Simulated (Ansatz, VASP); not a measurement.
## La: VASP beside Ansatz

```
La
1.0
     3.32485    0.00000    0.00000
     0.00000    3.32485    0.00000
     0.00000    0.00000    3.32485
La
1
Direct
  0.00000 0.00000 0.00000
```

Alike in both runs: task relaxation of cell and atoms; functional PBE; k mesh 6 × 6 × 6; occupations gaussian, width 0.1 eV; no spin polarisation.

|  | VASP | Ansatz |
| --- | --- | --- |
| version | VASP 6.6.1 | Ansatz 0.2.0 |
| potentials or method | VASP PAW PBE potentials, release 64 (La), cutoff 600 eV | scalar-relativistic, plane waves, PAW |
| valence electrons in the cell | 11 | 11 |

```csv
,VASP,Ansatz,Ansatz less VASP
"gap on the k mesh at the Fermi level, each at its own relaxed structure (eV)",none,none,-
relaxed volume (Å³/atom),36.76,36.76,0.000
relaxed cell length with the largest relative difference (Å),3.325,3.325,0.0000
```

A gap of «none» marks a metal or a gap that the smearing closes.

Spin-orbit coupling is off throughout. Noted on VASP's run: the relaxation stopped at its first step, so nothing moved.
